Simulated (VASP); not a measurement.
# SrO (Fm-3m) in VASP: further runs, part 2 of 2

VASP 6.6.1.

**3. Phonons, r2SCAN**

This run uses another cell than the first one, of 17.17 Å³/atom.

Input file INCAR:

```
SYSTEM = SrO
PREC     = Accurate       ! precision mode
ENCUT    = 520            ! plane-wave cutoff, eV
EDIFF    = 1E-8           ! SCF threshold, eV
ISMEAR   = 0              ! smearing method
SIGMA    = 0.01           ! smearing width, eV
LREAL    = .False.        ! projectors in reciprocal space
LASPH    = .True.         ! aspherical terms in the spheres
NELM     = 60             ! most SCF steps
ALGO     = Normal         ! electronic algorithm
ISIF     = 2              ! what is computed and relaxed
LWAVE    = .False.        ! write WAVECAR
LCHARG   = .False.        ! write CHGCAR
METAGGA  = R2SCAN         ! meta-GGA
LMIXTAU  = .True.       
NBANDS   = 15             ! bands
IBRION   = 6              ! ionic algorithm
NFREE    = 2            
POTIM    = 0.015          ! step
NSW      = 1              ! ionic steps
```

Input file KPOINTS:

```
Automatic mesh
0
Gamma
  8 8 8
  0 0 0
```

Input file POSCAR:

```
SrO
1.0
    0.0000000000      2.5800000000      2.5800000000
    2.5800000000      0.0000000000      2.5800000000
    2.5800000000      2.5800000000      0.0000000000
Sr O
1 1
Direct
    0.0000000000      0.0000000000      0.0000000000
    0.5000000000      0.5000000000      0.5000000000
```

Potentials or basis: VASP PAW PBE potentials, release 64 (Sr_sv, O).

The run is started by

```sh
$ cat potpaw_PBE.64/Sr_sv/POTCAR potpaw_PBE.64/O/POTCAR > POTCAR
$ mpirun -np 1 vasp_std > vasp.out
```

OUTCAR:

```text
SYSTEM = SrO
   PREC = Accurate
   ENCUT = 520
   EDIFF = 1E-8
   ISMEAR = 0
   LREAL = .False.
   LASPH = .True.
   NELM = 60
   ISIF = 2
   METAGGA = R2SCAN
   IBRION = 6
   NFREE = 2
   POTIM = 0.015
   NSW = 1

 ion  position               nearest neighbor table
   1  0.000  0.000  0.000-   2 2.58   2 2.58   2 2.58   2 2.58   2 2.58   2 2.58
   2  0.500  0.500  0.500-   1 2.58   1 2.58   1 2.58   1 2.58   1 2.58   1 2.58

  LATTYP: Found a face centered cubic cell.
 ALAT       =     5.1600000000

  Lattice vectors:

 A1 = (   0.0000000000,   2.5800000000,   2.5800000000)
 A2 = (   2.5800000000,   0.0000000000,   2.5800000000)
 A3 = (   2.5800000000,   2.5800000000,   0.0000000000)

Analysis of symmetry for initial positions (statically):
[... 775 lines left out ...]
  Total        0.1156501      0.1100073      0.1100073      0.0000000      0.0000000      0.0000000
  in kB        5.3947039      5.1314854      5.1314854      0.0000000      0.0000000      0.0000000
  external PRESSURE =       5.2192249 kB  Pullay stress =       0.0000000 kB
[... 17 lines left out ...]
  FREE ENERGIE OF THE ION-ELECTRON SYSTEM (eV)
  ---------------------------------------------------
  free  energy   TOTEN  =       -27.0554644941 eV

  energy  without entropy=      -27.0554644941  energy(sigma->0) =      -27.05546449

 INTERNAL STRAIN TENSORS FROM DISPLACED ATOMS
 ============================================

 INTERNAL STRAIN TENSOR FOR ION    1 for displacements in x,y,z  (eV/Angst):
          X           Y           Z          XY          YZ          ZX
  --------------------------------------------------------------------------------
  x     0.00000     0.00000     0.00000     0.00000     0.00000     0.00000
  y     0.00000     0.00000     0.00000     0.00000     0.00000     0.00000
  z     0.00000     0.00000     0.00000     0.00000     0.00000     0.00000

 INTERNAL STRAIN TENSOR FOR ION    2 for displacements in x,y,z  (eV/Angst):
          X           Y           Z          XY          YZ          ZX
  --------------------------------------------------------------------------------
  x     0.00000     0.00000     0.00000     0.00000     0.00000     0.00000
  y     0.00000     0.00000     0.00000     0.00000     0.00000     0.00000
  z     0.00000     0.00000     0.00000     0.00000     0.00000     0.00000

 Eigenvectors and eigenvalues of the dynamical matrix
 ----------------------------------------------------

   1 f  =    6.615391 THz    41.565729 2PiTHz  220.665700 cm-1    27.359048 meV
             X         Y         Z           dx          dy          dz
      0.000000  0.000000  0.000000     0.000000    0.392694    0.000000
      2.580000  2.580000  2.580000     0.000000   -0.919669    0.000000
[... 21 lines left out ...]
   6 f/i=    0.001848 THz     0.011614 2PiTHz    0.061655 cm-1     0.007644 meV
             X         Y         Z           dx          dy          dz
      0.000000  0.000000  0.000000     0.000000    0.000000    0.919669
      2.580000  2.580000  2.580000     0.000000    0.000000    0.392694

 ELASTIC MODULI CONTR FROM IONIC RELAXATION (kBar)
 Direction    XX          YY          ZZ          XY          YZ          ZX
 --------------------------------------------------------------------------------
 XX           0.0000      0.0000      0.0000      0.0000      0.0000      0.0000
 YY           0.0000      0.0000      0.0000      0.0000      0.0000      0.0000
 ZZ           0.0000      0.0000      0.0000      0.0000      0.0000      0.0000
 XY           0.0000      0.0000      0.0000      0.0000      0.0000      0.0000
 YZ           0.0000      0.0000      0.0000      0.0000      0.0000      0.0000
 ZX           0.0000      0.0000      0.0000      0.0000      0.0000      0.0000
 --------------------------------------------------------------------------------
```

OSZICAR:

```text
N       E                     dE             d eps       ncg     rms          rms(c)
DAV:   1     0.470386010152E+02    0.47039E+02   -0.87781E+03   870   0.108E+03
DAV:   2    -0.314964878510E+02   -0.78535E+02   -0.73442E+02  1200   0.226E+02
DAV:   3    -0.346653471346E+02   -0.31689E+01   -0.31555E+01  1164   0.408E+01
[... 79 lines left out ...]
DAV:  14    -0.270554643971E+02    0.15686E-06   -0.15907E-09  1424   0.410E-04    0.435E-05
DAV:  15    -0.270554645070E+02   -0.10996E-06   -0.32827E-10   969   0.215E-04    0.474E-05
DAV:  16    -0.270554644636E+02    0.43408E-07   -0.10952E-10   955   0.118E-04    0.131E-05
DAV:  17    -0.270554644975E+02   -0.33832E-07   -0.45361E-11   941   0.774E-05    0.718E-06
DAV:  18    -0.270554644941E+02    0.33074E-08   -0.56891E-12   955   0.223E-05
   5 F= -.27055464E+02 E0= -.27055464E+02  d E =-.507457E-23
```

Wall time 8 min (1 thread of Intel Xeon Platinum 8259CL at 2.50GHz (Skylake/Cascade Lake), shared host); peak memory 0.21 GiB.

Results:

```yaml
Highest_phonon_frequency_at_Γ_LO-TO_splitting_left_out: 221 cm⁻¹
```

Phonon frequencies in cm⁻¹ (negative: imaginary):
| q point | frequencies |
| --- | --- |
| (0.000, 0.000, 0.000) | 0 0 0 221 221 221 |

Caveat: the PAW data sets were made with another functional, which shifts forces and pressure a little.
